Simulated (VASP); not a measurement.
The system is TiGe4Mo.

```
CELL_PARAMETERS angstrom
0.00000 4.51929 4.59336
2.63487 0.00000 4.59336
2.63487 4.51929 0.00000
ATOMIC_POSITIONS crystal
Ti 0.50000 0.50000 0.50000
Ge 0.08263 0.41737 0.08263
Ge 0.16737 0.83263 0.16737
Ge 0.83263 0.16737 0.83263
Ge 0.41737 0.08263 0.41737
Mo 0.75000 0.75000 0.75000
```

| Quantity | Value |
| --- | --- |
| Program | VASP 6.6.1 |
| Task | relaxation of cell and atoms |
| Functional | PBE |
| Potentials or basis | VASP PAW PBE potentials, release 64 (Ti_sv, Ge_d, Mo_sv) |
| Cutoff | 600 eV |
| k mesh | 4 × 4 × 4 |
| Occupations | gaussian, width 0.1 eV |
| Spin | no spin polarisation |

At the start: pressure -13.4 GPa; volume 18.23 Å³/atom.

Where does the relaxation end?

Over 12 steps the energy falls by 119.8 meV/atom and the volume is 15.78 Å³/atom (-13.5 %); space group F222 (No. 22, to 0.1 Å) before and after.

Step by step:
```csv
step,energy change (eV),largest force (eV/Å),pressure (GPa),volume (Å³)
1,0.0000,0.1297,-13.41,109.39
2,-0.2654,0.4349,16.08,86.94
3,-0.6792,0.3045,-0.37,95.71
4,-0.6793,0.3081,0.00,95.45
5,-0.6989,0.2461,0.12,95.00
6,-0.7056,0.1808,0.35,94.54
7,-0.7110,0.1068,-0.31,94.98
8,-0.7119,0.0772,-0.77,95.27
9,-0.7150,0.0546,-0.38,94.98
10,-0.7161,0.0449,0.15,94.64
11,-0.7177,0.0365,0.19,94.65
12,-0.7187,0.0370,0.22,94.66
```

Final structure:
```cif
data_structure
_symmetry_space_group_name_H-M 'P 1'
_symmetry_Int_Tables_number 1
_cell_length_a 6.1968
_cell_length_b 5.0553
_cell_length_c 5.0001
_cell_angle_alpha 76.085
_cell_angle_beta 52.359
_cell_angle_gamma 51.556
_cell_volume 94.66
loop_
_atom_site_label
_atom_site_type_symbol
_atom_site_fract_x
_atom_site_fract_y
_atom_site_fract_z
_atom_site_occupancy
Ti1 Ti 0.50000 0.50000 0.50000 1
Ge1 Ge 0.08610 0.41390 0.08610 1
Ge2 Ge 0.15863 0.84137 0.15863 1
Ge3 Ge 0.84137 0.15863 0.84137 1
Ge4 Ge 0.41390 0.08610 0.41390 1
Mo1 Mo 0.75000 0.75000 0.75000 1
```

Caveat: the k points lie up to 0.41 Å⁻¹ apart in the final cell.
